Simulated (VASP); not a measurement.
# Ti (P6_3/mmc) in VASP: single point with PBE+D4

Aim: the single point of Ti with PBE+D4.

Everything below comes from runs of VASP 6.6.1. Logs are shortened: lines on timing, memory, paths and dates and some standing lists are left out, and cuts for length are marked.

## (1) The cell of the first run

It takes space group P6_3/mmc (No. 194, hexagonal). The conventional cell has a = 3.178 Å, b = 3.178 Å, c = 5.041 Å, α = 90.00°, β = 90.00°, γ = 120.00°. Ti (site symmetry -6m2) has 12 Ti at 3.12 to 3.18 Å within 4.1 Å.

## (2) Single point, PBE+D4 (22.04 Å³/atom)

The input, POSCAR:

```
Ti
1.0
    3.1777911700      0.0000000000      0.0000000000
   -1.5888955850      2.7520478811      0.0000000000
    0.0000000000      0.0000000000      5.0413771700
Ti
2
Direct
    0.6666666667      0.3333333333      0.7500000000
    0.3333333333      0.6666666667      0.2500000000
```

The input, INCAR.step1:

```
SYSTEM = Ti
ALGO     = Normal         ! electronic algorithm
EDIFF    = 1E-6           ! SCF threshold, eV
ENCUT    = 400            ! plane-wave cutoff, eV
GGA      = PE             ! functional
GGA_COMPAT= .FALSE.      
ISIF     = 2              ! what is computed and relaxed
ISMEAR   = 1              ! smearing method
IVDW     = 13             ! dispersion correction
LASPH    = .TRUE.         ! aspherical terms in the spheres
LCHARG   = .TRUE.         ! write CHGCAR
LMAXMIX  = 4              ! l up to which the mixer works
LORBIT   = 11             ! projections on sites
LREAL    = .FALSE.        ! projectors in reciprocal space
LWAVE    = .FALSE.        ! write WAVECAR
NBANDS   = 19             ! bands
NEDOS    = 2001           ! points of the DOS
NELM     = 120            ! most SCF steps
PREC     = Accurate       ! precision mode
SIGMA    = 0.1            ! smearing width, eV
```

The input, KPOINTS.step1:

```
k-points
0
G
  10 10 6
  0 0 0
```

The input, INCAR.step2:

```
SYSTEM = Ti
ALGO     = Normal         ! electronic algorithm
EDIFF    = 1E-6           ! SCF threshold, eV
ENCUT    = 400            ! plane-wave cutoff, eV
GGA      = PE             ! functional
GGA_COMPAT= .FALSE.      
ICHARG   = 11             ! starting density
ISIF     = 2              ! what is computed and relaxed
ISMEAR   = -5             ! smearing method
IVDW     = 13             ! dispersion correction
LASPH    = .TRUE.         ! aspherical terms in the spheres
LCHARG   = .FALSE.        ! write CHGCAR
LMAXMIX  = 4              ! l up to which the mixer works
LORBIT   = 11             ! projections on sites
LREAL    = .FALSE.        ! projectors in reciprocal space
LWAVE    = .FALSE.        ! write WAVECAR
NEDOS    = 2001           ! points of the DOS
NELM     = 120            ! most SCF steps
PREC     = Accurate       ! precision mode
SIGMA    = 0.1            ! smearing width, eV
```

The input, KPOINTS.step2:

```
k-points
0
G
  15 15 9
  0 0 0
```

Potentials or basis: VASP PAW PBE potentials, release 64 (Ti_sv).

Started as:

```
> cat potpaw_PBE.64/Ti_sv/POTCAR > POTCAR
> cp INCAR.step1 INCAR
> cp KPOINTS.step1 KPOINTS
> mpirun -np 1 vasp_std > vasp.out
> cp INCAR.step2 INCAR
> cp KPOINTS.step2 KPOINTS
> mpirun -np 1 vasp_std > vasp.out
```

OUTCAR:

```text
SYSTEM = Ti
   EDIFF = 1E-6
   ENCUT = 400
   GGA = PE
   ICHARG = 11
   ISIF = 2
   ISMEAR = -5
   IVDW = 13
   LASPH = .TRUE.
   LORBIT = 11
   LREAL = .FALSE.
   NELM = 120
   PREC = Accurate

 ion  position               nearest neighbor table
   1  0.667  0.333  0.750-
   2  0.333  0.667  0.250-

  LATTYP: Found a hexagonal cell.
 ALAT       =     3.1777911700
 C/A-ratio  =     1.5864406754

  Lattice vectors:

 A1 = (   3.1777911700,   0.0000000000,   0.0000000000)
 A2 = (  -1.5888955850,   2.7520478811,   0.0000000000)
 A3 = (   0.0000000000,   0.0000000000,   5.0413771700)

Analysis of symmetry for initial positions (statically):
=====================================================================
 Subroutine PRICEL returns:
 Original cell was already a primitive cell.

 Routine SETGRP: Setting up the symmetry group for a
 hexagonal supercell.

 Subroutine GETGRP returns: Found 24 space group operations
 (whereof 12 operations were pure point group operations)
 out of a pool of 24 trial point group operations.

The static configuration has the point symmetry D_3d.
 The point group associated with its full space group is D_6h.

Analysis of symmetry for dynamics (positions and initial velocities):
=====================================================================
 Subroutine PRICEL returns:
 Original cell was already a primitive cell.

 Routine SETGRP: Setting up the symmetry group for a
 hexagonal supercell.

 Subroutine GETGRP returns: Found 24 space group operations
 (whereof 12 operations were pure point group operations)
 out of a pool of 24 trial point group operations.

The dynamic configuration has the point symmetry D_3d.
 The point group associated with its full space group is D_6h.

 Subroutine INISYM returns: Found 24 space group operations
 (whereof 12 operations are pure point group operations),
 and found     1 'primitive' translations

----------------------------------------------------------------------------------------

                                     Primitive cell

  volume of cell :      44.0890

  direct lattice vectors                    reciprocal lattice vectors
     3.177791170  0.000000000  0.000000000     0.314683989  0.181682885  0.000000000
    -1.588895585  2.752047881  0.000000000     0.000000000  0.363365771  0.000000000
     0.000000000  0.000000000  5.041377170     0.000000000  0.000000000  0.198358497

  length of vectors
     3.177791170  3.177791170  5.041377170     0.363365771  0.363365771  0.198358497

  position of ions in fractional coordinates (direct lattice)
     0.666666667  0.333333333  0.750000000
     0.333333333  0.666666667  0.250000000

  ion indices of the primitive-cell ions
   primitive index   ion index
                 1           1
                 2           2

----------------------------------------------------------------------------------------

 KPOINTS: k-points

Automatic generation of k-mesh.
 Grid dimensions read from file:
 generate k-points for:   15   15    9

 Generating k-lattice:

  Cartesian coordinates                     Fractional coordinates (reciprocal lattice)
     0.020978933  0.012112192  0.000000000     0.066666667  0.000000000  0.000000000
     0.000000000  0.024224385  0.000000000     0.000000000  0.066666667  0.000000000
     0.000000000  0.000000000  0.022039833     0.000000000  0.000000000  0.111111111

  Length of vectors
     0.024224385  0.024224385  0.022039833

  Shift w.r.t. Gamma in fractional coordinates (k-lattice)
     0.000000000  0.000000000  0.000000000

 TETIRR: Found   1950 inequivalent tetrahedra from    12150

 Subroutine IBZKPT returns following result:
 ===========================================

 Found    135 irreducible k-points:

 Following reciprocal coordinates:
            Coordinates               Weight
  0.000000  0.000000  0.000000      1.000000
  0.066667  0.000000  0.000000      6.000000
  0.133333  0.000000  0.000000      6.000000
  0.200000 -0.000000  0.000000      6.000000
  0.266667  0.000000  0.000000      6.000000
  0.333333  0.000000  0.000000      6.000000
[... 16 lines left out ...]
  0.333333  0.200000  0.000000     12.000000
  0.400000  0.200000  0.000000      6.000000
 [... further k-points ...]
   k-points           NKPTS =    135   k-points in BZ     NKDIM =    135   number of bands    NBANDS=     16
   number of dos      NEDOS =   2001   number of ions     NIONS =      2
   total plane-waves  NPLWV =  20736
   dimension x,y,z NGX =    24 NGY =   24 NGZ =   36
   dimension x,y,z NGXF=    48 NGYF=   48 NGZF=   72
   ions per type =               2
   NGX,Y,Z   is equivalent  to a cutoff of  12.56, 12.56, 11.87 a.u.
   NGXF,Y,Z  is equivalent  to a cutoff of  25.11, 25.11, 23.74 a.u.
 SYSTEM =  Ti
   PREC   = accura    normal or accurate (medium, high low for compatibility)
   ISTART =      0    job   : 0-new  1-cont  2-samecut
   ICHARG =     11    charge: 1-file 2-atom 10-const
   ISPIN  =      1    spin polarized calculation?
   LNONCOLLINEAR =      F non collinear calculations
   LSORBIT =      F    spin-orbit coupling
   LASPH  =      T    aspherical Exc in radial PAW
   ENCUT  =  400.0 eV  29.40 Ry    5.42 a.u.   5.18  5.18  8.22*2*pi/ulx,y,z
   NELM   =    120;   NELMIN=  2; NELMDL=  0     # of ELM steps
   EDIFF  = 0.1E-05   stopping-criterion for ELM
   LREAL  =      F    real-space projection
   EDIFFG = 0.1E-04   stopping-criterion for IOM
   NSW    =      0    number of steps for IOM
   IBRION =     -1    ionic relax: 0-MD 1-quasi-New 2-CG
   NFREE  =      0    steps in history (QN), initial steepest desc. (CG)
   ISIF   =      2    stress and relaxation
   ISYM   =      2    0-nonsym 1-usesym 2-fastsym
   POTIM  = 0.5000    time-step for ionic-motion
   TEBEG  =    0.0;   TEEND  =   0.0 temperature during run
   PSTRESS=    0.0 pullay stress
   NELECT =      24.0000    total number of electrons
   NUPDOWN=      -1.0000    fix difference up-down
   EMIN   =  10.00;   EMAX   =-10.00  energy-range for DOS
   EFERMI =   0.00;   METHOD = LEGACY
   ISMEAR =    -5;   SIGMA  =   0.10  broadening in eV -4-tet -1-fermi 0-gaus
   EFERMI_NEDOS =   21; number of points for ismear=-14 and -15
   IALGO  =     38    algorithm
   IMIX   =      4    mixing-type and parameters
     AMIX     =   0.40;   BMIX     =  1.00
     AMIX_MAG =   1.60;   BMIX_MAG =  1.00
  volume/ion in A,a.u.               =      22.04       148.76
  Fermi-wavevector in a.u.,A,eV,Ry     =   1.336703  2.526003 24.310565  1.786776
  Thomas-Fermi vector in A             =   2.465309
   LORBIT       =     11    0 simple, 1 ext, 2 COOP (PROOUT), +10 PAW based schemes
   GGA     = PE    functional components
   LHFCALC =     F    Hartree Fock is set to
   AEXX    =    0.0000 exact exchange contribution
   IVDW    =    13    specifies the selected vdW correction
   LEPSILON=     F    determine dielectric tensor
   LRPA    =     F    only Hartree local field effects (RPA)
 non-spin polarized calculation
 Fermi weights with tetrahedron method with Bloechl corrections
  energy-cutoff  :      400.00
  volume of cell :       44.09
 maximum number of plane-waves:       811
 NGX is ok and might be reduce to    24

 number of electron      24.0000002 magnetization

 Free energy of the ion-electron system (eV)
  ---------------------------------------------------
  ext. energy  EPLUGINS =         0.00000000
  ---------------------------------------------------
  free energy    TOTEN  =       -15.05840742 eV

  energy without entropy =      -15.05840742  energy(sigma->0) =      -15.05840742

 E-fermi :   6.0578     XC(G=0): -10.4204

 val. band max:        6.0674081655   @ k =   0.2000  -0.0000   0.3333
 cond. band min:       6.0336401274   @ k =   0.3333   0.2000   0.4444
 fundamental gap:     -0.0337680380
 Fermi energy:         6.0577596282

 k-point     1 :       0.0000    0.0000    0.0000
  band No.  band energies     occupation
      1     -51.2265      2.00000
      2     -51.1772      2.00000
      3     -27.6207      2.00000
      4     -27.3156      2.00000
      5     -27.3156      2.00000
      6     -27.3050      2.00000
[... 8 lines left out ...]
     15       7.0047      0.00000
     16       7.0047      0.00000

 k-point     2 :       0.0667    0.0000    0.0000
  band No.  band energies     occupation
      1     -51.2252      2.00000
      2     -51.1769      2.00000
      3     -27.6164      2.00000
      4     -27.3243      2.00000
      5     -27.3186      2.00000
      6     -27.3070      2.00000
[... 8 lines left out ...]
     15       6.9613      0.00000
     16       7.0609      0.00000

 k-point     3 :       0.1333    0.0000    0.0000
  band No.  band energies     occupation
      1     -51.2203      2.00000
      2     -51.1751      2.00000
      3     -27.6039      2.00000
      4     -27.3490      2.00000
      5     -27.3268      2.00000
      6     -27.3127      2.00000
[... 8 lines left out ...]
     15       7.0531      0.00000
     16       7.0849      0.00000

 k-point     4 :       0.2000   -0.0000    0.0000
  band No.  band energies     occupation
      1     -51.2137      2.00000
      2     -51.1731      2.00000
      3     -27.5844      2.00000
      4     -27.3857      2.00000
      5     -27.3401      2.00000
      6     -27.3386      2.00000
[... 8 lines left out ...]
     15       6.9421      0.00000
     16       7.2040      0.00000
[... 324 lines left out ...]
 k-point    22 :       0.2667    0.2000    0.0000
  band No.  band energies     occupation
      1     -51.1879      2.00000
      2     -51.1679      2.00000
      3     -27.4997      2.00000
      4     -27.4743      2.00000
      5     -27.4508      2.00000
      6     -27.3849      2.00000
[... 8 lines left out ...]
     15       6.7965      0.00000
     16       7.8180      0.00000

 k-point    23 :       0.3333    0.2000    0.0000
  band No.  band energies     occupation
      1     -51.1820      2.00000
      2     -51.1688      2.00000
      3     -27.4934      2.00000
      4     -27.4763      2.00000
      5     -27.4513      2.00000
      6     -27.4052      2.00000
[... 8 lines left out ...]
     15       6.9609      0.00000
     16       8.0772      0.00000

 k-point    24 :       0.4000    0.2000    0.0000
  band No.  band energies     occupation
      1     -51.1794      2.00000
      2     -51.1694      2.00000
      3     -27.5000      2.00000
      4     -27.4650      2.00000
      5     -27.4489      2.00000
      6     -27.4150      2.00000
[... 8 lines left out ...]
     15       7.0284      0.00000
     16       8.2562      0.00000

 [... further k-points ...]

------------------------ aborting loop because EDIFF is reached ----------------------------------------

  DFT-D4 for vdW energy calculation

  Edisp (eV):   -0.31857

  FORCE on cell =-STRESS in cart. coord.  units (eV):
  Direction    XX          YY          ZZ          XY          YZ          ZX
  --------------------------------------------------------------------------------------
  -------------------------------------------------------------------------------------
  Total      -5.13681    -5.13681    -5.09520     0.00000     0.00000     0.00000
  in kB    -186.66957  -186.66957  -185.15759     0.00000     0.00000     0.00000
  external pressure =     -186.17 kB  Pullay stress =        0.00 kB

 VOLUME and BASIS-vectors are now :
 -----------------------------------------------------------------------------
  energy-cutoff  :      400.00
  volume of cell :       44.09
      direct lattice vectors                 reciprocal lattice vectors
     3.177791170  0.000000000  0.000000000     0.314683989  0.181682885  0.000000000
    -1.588895585  2.752047881  0.000000000     0.000000000  0.363365771  0.000000000
     0.000000000  0.000000000  5.041377170     0.000000000  0.000000000  0.198358497

 POSITION                                       TOTAL-FORCE (eV/Angst)
 -----------------------------------------------------------------------------------
      1.58890      0.91735      3.78103         0.000000     -0.000000     -0.000000
     -0.00000      1.83470      1.26034        -0.000000      0.000000      0.000000
 -----------------------------------------------------------------------------------
    total drift:                               -0.000000      0.000000     -0.000000

  FREE ENERGIE OF THE ION-ELECTRON SYSTEM (eV)
  ---------------------------------------------------
  free  energy   TOTEN  =       -15.3769789014 eV

  energy  without entropy=      -15.3769789014  energy(sigma->0) =      -15.37697890

 total charge

# of ion       s       p       d       tot
------------------------------------------
    1        2.205   6.075   1.752  10.032
    2        2.205   6.075   1.752  10.032
--------------------------------------------------
tot          4.409  12.150   3.504  20.064
```

It took 89 s on 1 thread of AMD EPYC 7R13 (Zen 3), shared host; peak memory 0.15 GiB.

What came out:

| Quantity | Value |
| --- | --- |
| Valence electrons inside the program's atomic spheres | Ti 10.03 |
| Dispersion energy per atom | -0.159 eV |
